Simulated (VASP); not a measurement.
# BN (P6_3/mmc) in VASP: a series of runs

BN is run at these levels: PBEsol; tasks: single point.

Program: VASP 6.6.1. These are calculated values, not measurements. Logs are shortened: lines on timing, memory, paths and dates and some standing lists are left out, and cuts for length are marked.

## 1. The cell of the first run

It takes space group P6_3/mmc (No. 194, hexagonal). The conventional cell has a = 2.462 Å, b = 2.462 Å, c = 6.752 Å, α = 90.00°, β = 90.00°, γ = 120.00°. B (site symmetry -6m2) has 3 N at 1.42 Å within 1.9 Å. Within 1.9 Å of N (site symmetry -6m2) lie 3 B at 1.42 Å.

## 2. Single point, PBEsol (volume 8.860 Å^3 an atom, c/a of the conventional cell 2.7425)

INCAR

```
ALGO = Normal
EDIFF = 1E-6
ENCUT = 520
GGA = PS
ISIF = 2
ISMEAR = 0
LASPH = T
LCHARG = T
LELF = T
LREAL = F
LVHAR = T
LWAVE = F
NBANDS = 16
NELM = 60
PREC = Accurate
SIGMA = 0.05
```

KPOINTS

```
k-points
0
Gamma
  12 12 4
```

POSCAR

```
BN
1.0
    2.4619098641      0.0000000000      0.0000000000
   -1.2309549321      2.1320764842      0.0000000000
    0.0000000000      0.0000000000      6.7517878024
B N
2 2
Direct
    0.3333333333      0.6666666667      0.2500000000
    0.6666666667      0.3333333333      0.7500000000
    0.3333333333      0.6666666667      0.7500000000
    0.6666666667      0.3333333333      0.2500000000
```

Potentials or basis: VASP PAW PBE potentials, release 64 (B, N).

Launch:

```console
$ cat potpaw_PBE.64/B/POTCAR potpaw_PBE.64/N/POTCAR > POTCAR
$ mpirun -np 1 vasp_std > vasp.out
```

OUTCAR:

```text
EDIFF = 1E-6
   ENCUT = 520
   GGA = PS
   ISIF = 2
   ISMEAR = 0
   LASPH = T
   LREAL = F
   NELM = 60
   PREC = Accurate

 ion  position               nearest neighbor table
   1  0.333  0.667  0.250-   4 1.42   4 1.42   4 1.42
   2  0.667  0.333  0.750-   3 1.42   3 1.42   3 1.42
   3  0.333  0.667  0.750-   2 1.42   2 1.42   2 1.42
   4  0.667  0.333  0.250-   1 1.42   1 1.42   1 1.42

  LATTYP: Found a hexagonal cell.
 ALAT       =     2.4619098641
 C/A-ratio  =     2.7425000000

  Lattice vectors:

 A1 = (   2.4619098641,   0.0000000000,   0.0000000000)
 A2 = (  -1.2309549321,   2.1320764842,   0.0000000000)
 A3 = (   0.0000000000,   0.0000000000,   6.7517878024)

Analysis of symmetry for initial positions (statically):
=====================================================================
 Subroutine PRICEL returns:
 Original cell was already a primitive cell.

 Routine SETGRP: Setting up the symmetry group for a
 hexagonal supercell.

 Subroutine GETGRP returns: Found 24 space group operations
 (whereof 12 operations were pure point group operations)
 out of a pool of 24 trial point group operations.

The static configuration has the point symmetry D_3d.
 The point group associated with its full space group is D_6h.

Analysis of symmetry for dynamics (positions and initial velocities):
=====================================================================
 Subroutine PRICEL returns:
 Original cell was already a primitive cell.

 Routine SETGRP: Setting up the symmetry group for a
 hexagonal supercell.

 Subroutine GETGRP returns: Found 24 space group operations
 (whereof 12 operations were pure point group operations)
 out of a pool of 24 trial point group operations.

The dynamic configuration has the point symmetry D_3d.
 The point group associated with its full space group is D_6h.

 Subroutine INISYM returns: Found 24 space group operations
 (whereof 12 operations are pure point group operations),
 and found     1 'primitive' translations

----------------------------------------------------------------------------------------

                                     Primitive cell

  volume of cell :      35.4400

  direct lattice vectors                    reciprocal lattice vectors
     2.461909864  0.000000000  0.000000000     0.406188713  0.234513163  0.000000000
    -1.230954932  2.132076484  0.000000000     0.000000000  0.469026326  0.000000000
     0.000000000  0.000000000  6.751787802     0.000000000  0.000000000  0.148108920

  length of vectors
     2.461909864  2.461909864  6.751787802     0.469026326  0.469026326  0.148108920

  position of ions in fractional coordinates (direct lattice)
     0.333333333  0.666666667  0.250000000
     0.666666667  0.333333333  0.750000000
     0.333333333  0.666666667  0.750000000
     0.666666667  0.333333333  0.250000000

  ion indices of the primitive-cell ions
   primitive index   ion index
                 1           1
                 2           2
                 3           3
                 4           4

----------------------------------------------------------------------------------------

 KPOINTS: k-points

Automatic generation of k-mesh.
 Grid dimensions read from file:
 generate k-points for:   12   12    4

 Generating k-lattice:

  Cartesian coordinates                     Fractional coordinates (reciprocal lattice)
     0.033849059  0.019542764  0.000000000     0.083333333  0.000000000  0.000000000
     0.000000000  0.039085527  0.000000000     0.000000000  0.083333333  0.000000000
     0.000000000  0.000000000  0.037027230     0.000000000  0.000000000  0.250000000

  Length of vectors
     0.039085527  0.039085527  0.037027230

  Shift w.r.t. Gamma in fractional coordinates (k-lattice)
     0.000000000  0.000000000  0.000000000

 Subroutine IBZKPT returns following result:
 ===========================================

 Found     57 irreducible k-points:

 Following reciprocal coordinates:
            Coordinates               Weight
  0.000000  0.000000  0.000000      1.000000
  0.083333 -0.000000  0.000000      6.000000
  0.166667 -0.000000  0.000000      6.000000
  0.250000  0.000000  0.000000      6.000000
  0.333333 -0.000000  0.000000      6.000000
  0.416667  0.000000  0.000000      6.000000
[... 16 lines left out ...]
  0.250000  0.000000  0.250000     12.000000
  0.333333 -0.000000  0.250000     12.000000
 [... further k-points ...]
   k-points           NKPTS =     57   k-points in BZ     NKDIM =     57   number of bands    NBANDS=     16
   number of dos      NEDOS =    301   number of ions     NIONS =      4
   total plane-waves  NPLWV =  16200
   dimension x,y,z NGX =    18 NGY =   18 NGZ =   50
   dimension x,y,z NGXF=    36 NGYF=   36 NGZF=  100
   ions per type =               2   2
   NGX,Y,Z   is equivalent  to a cutoff of  12.15, 12.15, 12.31 a.u.
   NGXF,Y,Z  is equivalent  to a cutoff of  24.31, 24.31, 24.62 a.u.
 SYSTEM =  unknown system
   PREC   = accura    normal or accurate (medium, high low for compatibility)
   ISTART =      0    job   : 0-new  1-cont  2-samecut
   ICHARG =      2    charge: 1-file 2-atom 10-const
   ISPIN  =      1    spin polarized calculation?
   LNONCOLLINEAR =      F non collinear calculations
   LSORBIT =      F    spin-orbit coupling
   LASPH  =      T    aspherical Exc in radial PAW
   ENCUT  =  520.0 eV  38.22 Ry    6.18 a.u.   4.58  4.58 12.55*2*pi/ulx,y,z
   NELM   =     60;   NELMIN=  2; NELMDL= -5     # of ELM steps
   EDIFF  = 0.1E-05   stopping-criterion for ELM
   LREAL  =      F    real-space projection
   EDIFFG = 0.1E-04   stopping-criterion for IOM
   NSW    =      0    number of steps for IOM
   IBRION =     -1    ionic relax: 0-MD 1-quasi-New 2-CG
   NFREE  =      0    steps in history (QN), initial steepest desc. (CG)
   ISIF   =      2    stress and relaxation
   ISYM   =      2    0-nonsym 1-usesym 2-fastsym
   POTIM  = 0.5000    time-step for ionic-motion
   TEBEG  =    0.0;   TEEND  =   0.0 temperature during run
   PSTRESS=    0.0 pullay stress
   NELECT =      16.0000    total number of electrons
   NUPDOWN=      -1.0000    fix difference up-down
   EMIN   =  10.00;   EMAX   =-10.00  energy-range for DOS
   EFERMI =   0.00;   METHOD = LEGACY
   ISMEAR =     0;   SIGMA  =   0.05  broadening in eV -4-tet -1-fermi 0-gaus
   EFERMI_NEDOS =   21; number of points for ismear=-14 and -15
   IALGO  =     38    algorithm
   IMIX   =      4    mixing-type and parameters
     AMIX     =   0.40;   BMIX     =  1.00
     AMIX_MAG =   1.60;   BMIX_MAG =  1.00
  volume/ion in A,a.u.               =       8.86        59.79
  Fermi-wavevector in a.u.,A,eV,Ry     =   1.255886  2.373281 21.459788  1.577250
  Thomas-Fermi vector in A             =   2.389621
   LORBIT       =      0    0 simple, 1 ext, 2 COOP (PROOUT), +10 PAW based schemes
   GGA     = PS    functional components
   LHFCALC =     F    Hartree Fock is set to
   AEXX    =    0.0000 exact exchange contribution
   IVDW    =     0    specifies the selected vdW correction
   LEPSILON=     F    determine dielectric tensor
   LRPA    =     F    only Hartree local field effects (RPA)
 non-spin polarized calculation
 Gauss-broadening in eV      SIGMA  =   0.05
  energy-cutoff  :      520.00
  volume of cell :       35.44
 maximum number of plane-waves:       979
   NGX =  9   NGY =  9   NGZ = 25

 number of electron      15.9999998 magnetization

 Free energy of the ion-electron system (eV)
  ---------------------------------------------------
  ext. energy  EPLUGINS =         0.00000000
  ---------------------------------------------------
  free energy    TOTEN  =       -36.48944261 eV

  energy without entropy =      -36.48944261  energy(sigma->0) =      -36.48944261

 E-fermi :   2.5235     XC(G=0): -10.2936

 val. band max:        2.2751293729   @ k =   0.3333   0.3333   0.5000
 cond. band min:       6.5492076665   @ k =   0.5000   0.0000   0.0000
 fundamental gap:      4.2740782936
 Fermi energy:         2.5234626017

 k-point     1 :       0.0000    0.0000    0.0000
  band No.  band energies     occupation
      1     -15.7731      2.00000
      2     -15.5105      2.00000
      3      -4.2013      2.00000
      4      -2.2268      2.00000
      5       1.0320      2.00000
      6       1.0320      2.00000
[... 8 lines left out ...]
     15      15.2088      0.00000
     16      15.8539      0.00000

 k-point     2 :       0.0833   -0.0000    0.0000
  band No.  band energies     occupation
      1     -15.6317      2.00000
      2     -15.3733      2.00000
      3      -4.0062      2.00000
      4      -2.0494      2.00000
      5       0.4606      2.00000
      6       0.4843      2.00000
[... 8 lines left out ...]
     15      15.3247      0.00000
     16      15.6478      0.00000

 k-point     3 :       0.1667   -0.0000    0.0000
  band No.  band energies     occupation
      1     -15.2146      2.00000
      2     -14.9690      2.00000
      3      -3.4279      2.00000
      4      -1.5270      2.00000
      5      -0.9953      2.00000
      6      -0.9664      2.00000
[... 8 lines left out ...]
     15      16.6417      0.00000
     16      16.7167      0.00000

 k-point     4 :       0.2500    0.0000    0.0000
  band No.  band energies     occupation
      1     -14.5478      2.00000
      2     -14.3245      2.00000
      3      -2.8547      2.00000
      4      -2.8069      2.00000
      5      -2.4913      2.00000
      6      -0.6967      2.00000
[... 8 lines left out ...]
     15      17.9139      0.00000
     16      18.9377      0.00000
[... 324 lines left out ...]
 k-point    22 :       0.1667   -0.0000    0.2500
  band No.  band energies     occupation
      1     -15.1803      2.00000
      2     -15.0067      2.00000
      3      -3.1961      2.00000
      4      -1.8754      2.00000
      5      -0.9864      2.00000
      6      -0.9582      2.00000
[... 8 lines left out ...]
     15      16.5567      0.00000
     16      16.6265      0.00000

 k-point    23 :       0.2500    0.0000    0.2500
  band No.  band energies     occupation
      1     -14.5163      2.00000
      2     -14.3585      2.00000
      3      -2.8632      2.00000
      4      -2.8203      2.00000
      5      -2.2500      2.00000
      6      -1.0028      2.00000
[... 8 lines left out ...]
     15      18.9513      0.00000
     16      19.0236      0.00000

 k-point    24 :       0.3333   -0.0000    0.2500
  band No.  band energies     occupation
      1     -13.6699      2.00000
      2     -13.5373      2.00000
      3      -4.7114      2.00000
      4      -4.6638      2.00000
      5      -1.3435      2.00000
      6      -1.3088      2.00000
[... 8 lines left out ...]
     15      19.3803      0.00000
     16      21.5931      0.00000

 [... further k-points ...]
[... 5 lines left out ...]
  --------------------------------------------------------------------------------------
  -------------------------------------------------------------------------------------
  Total        4.4668450      4.4668450      0.1079435     -0.0000000     -0.0000000      0.0000000
  in kB      201.9378593    201.9378593      4.8799292     -0.0000000     -0.0000000      0.0000000
  external PRESSURE =     136.2518826 kB  Pullay stress =       0.0000000 kB

 VOLUME and BASIS-vectors are now :
 -----------------------------------------------------------------------------
  energy-cutoff  :      520.00
  volume of cell :       35.44
      direct lattice vectors                 reciprocal lattice vectors
     2.461909864  0.000000000  0.000000000     0.406188713  0.234513163  0.000000000
    -1.230954932  2.132076484  0.000000000     0.000000000  0.469026326  0.000000000
     0.000000000  0.000000000  6.751787802     0.000000000  0.000000000  0.148108920

 POSITION                                       TOTAL-FORCE (eV/Angst)
 -----------------------------------------------------------------------------------
     -0.00000      1.42138      1.68795         0.000000      0.000000      0.000000
      1.23095      0.71069      5.06384        -0.000000      0.000000      0.000000
     -0.00000      1.42138      5.06384        -0.000000      0.000000      0.000000
      1.23095      0.71069      1.68795         0.000000     -0.000000      0.000000
 -----------------------------------------------------------------------------------
    total drift:                                0.000000     -0.000000      0.000000

  FREE ENERGIE OF THE ION-ELECTRON SYSTEM (eV)
  ---------------------------------------------------
  free  energy   TOTEN  =       -36.4894426106 eV

  energy  without entropy=      -36.4894426106  energy(sigma->0) =      -36.48944261
```

It took 23 s on 1 thread of Intel Xeon 6975P-C, shared host; peak memory 0.15 GiB.

Results:

* Free energy: -36.4894 eV
* Pressure: 13.6 GPa
* Band gap on the k mesh: 4.27 eV, indirect (least direct gap 4.71 eV)

Caveat: the PAW data sets were made with another functional, which shifts forces and pressure a little; this functional lacks dispersion, which binds the layers, so the pressure and a relaxed spacing across them are unreliable. A k mesh can miss the band edges.

## 3. Single point, PBEsol (volume 10.464 Å^3 an atom, c/a of the conventional cell 3.0939)

INCAR

```
PREC     = Accurate       # precision mode
ENCUT    = 520            # plane-wave cutoff, eV
EDIFF    = 1E-6           # SCF threshold, eV
ISMEAR   = 0              # smearing method
SIGMA    = 0.05           # smearing width, eV
LREAL    = F              # projectors in reciprocal space
LASPH    = T              # aspherical terms in the spheres
NELM     = 80             # most SCF steps
ALGO     = Normal         # electronic algorithm
ISIF     = 2              # what is computed and relaxed
LWAVE    = F              # write WAVECAR
LCHARG   = F              # write CHGCAR
GGA      = PS             # functional
NBANDS   = 16             # bands
```

KPOINTS

```
regular mesh
0
Gamma
  12 12 4
```

POSCAR

```
BN
1.0
    2.4998096451      0.0000000000      0.0000000000
   -1.2499048226      2.1648986573      0.0000000000
    0.0000000000      0.0000000000      7.7341610610
B N
2 2
Direct
    0.3333333333      0.6666666667      0.2500000000
    0.6666666667      0.3333333333      0.7500000000
    0.3333333333      0.6666666667      0.7500000000
    0.6666666667      0.3333333333      0.2500000000
```

Potentials or basis: VASP PAW PBE potentials, release 64 (B, N).

Launch:

```console
$ cat potpaw_PBE.64/B/POTCAR potpaw_PBE.64/N/POTCAR > POTCAR
$ mpirun -np 1 vasp_std > vasp.out
```

Run time: 37 s. Hardware: 1 thread of AMD EPYC 7R43 (Zen 3), shared host; peak memory 0.13 GiB.

It converged, with:

| Quantity | Value |
| --- | --- |
| Free energy | -36.5641 eV |
| Pressure | 1.2 GPa |
| Band gap on the k mesh | 4.43 eV, indirect (least direct gap 4.63 eV) |

Stress tensor (GPa, compression positive):
```
 2.05  0.00  0.00
 0.00  2.05  0.00
 0.00  0.00 -0.45
```

Levels at points of the mesh, in eV from the valence-band top:
```
           k point  band 5  band 6  band 7  band 8  band 9  band 10  band 11  band 12
(0.00, 0.00, 0.00)   -1.31   -1.31   -1.30   -1.30    4.45     8.44    11.03    11.58
(0.50, 0.00, 0.00)   -4.14   -4.12   -1.13   -0.72    4.43     5.11     9.47     9.98
(0.00, 0.00, 0.50)   -1.30   -1.30   -1.30   -1.30    6.06     6.06    11.59    11.59
(0.50, 0.00, 0.50)   -4.13   -4.13   -0.93   -0.93    4.71     4.71     9.81     9.81
```

Caveat: the PAW data sets were made with another functional, which shifts forces and pressure a little; this functional lacks dispersion, which binds the layers, so the pressure and a relaxed spacing across them are unreliable. A k mesh can miss the band edges.

## 4. Single point, PBEsol (volume 10.693 Å^3 an atom, c/a of the conventional cell 2.4903)

INCAR

```
SYSTEM = BN
PREC = Accurate
ENCUT = 520
EDIFF = 1E-7
ISMEAR = 0
SIGMA = 0.05
LREAL = .FALSE.
LASPH = .TRUE.
NELM = 100
ALGO = Normal
ISIF = 2
LWAVE = .FALSE.
LCHARG = .FALSE.
GGA = PS
NBANDS = 16
```

KPOINTS

```
Automatic mesh
0
G
  12 12 4
  0 0 0
```

POSCAR

```
BN
1.0
    2.7068181878      0.0000000000      0.0000000000
   -1.3534090939      2.3441733141      0.0000000000
    0.0000000000      0.0000000000      6.7407893331
B N
2 2
Direct
    0.3333333333      0.6666666667      0.2500000000
    0.6666666667      0.3333333333      0.7500000000
    0.3333333333      0.6666666667      0.7500000000
    0.6666666667      0.3333333333      0.2500000000
```

Launch:

```console
$ cat potpaw_PBE.64/B/POTCAR potpaw_PBE.64/N/POTCAR > POTCAR
$ mpirun -np 1 vasp_std > vasp.out
```

Run time: 34 s. Hardware: 1 thread of AMD EPYC 7R43 (Zen 3), shared host; peak memory 0.13 GiB.

It converged, with:

```yaml
Free_energy: -35.2913 eV
Pressure: -38.9 GPa
Band_gap_on_the_k_mesh: 3.76 eV, indirect (least direct gap 4.00 eV)
```

Stress tensor (GPa, compression positive):
```
-58.32   0.00   0.00
  0.00 -58.32   0.00
  0.00   0.00  -0.04
```

Levels at points of the mesh, in eV from the valence-band top:
```tsv
k point	band 6	band 7	band 8	band 9	band 10	band 11
(0.00, 0.00, 0.00)	-1.56	-1.51	-1.51	4.62	8.36	8.96
(0.50, 0.00, 0.00)	-3.75	-1.31	-0.28	3.76	4.97	7.32
(0.00, 0.00, 0.50)	-1.54	-1.54	-1.54	6.50	6.50	9.68
(0.50, 0.00, 0.50)	-3.79	-0.77	-0.77	4.14	4.14	7.52
```

Caveat: the PAW data sets were made with another functional, which shifts forces and pressure a little; this functional lacks dispersion, which binds the layers, so the pressure and a relaxed spacing across them are unreliable. A k mesh can miss the band edges.

[end of part 1 of 2]
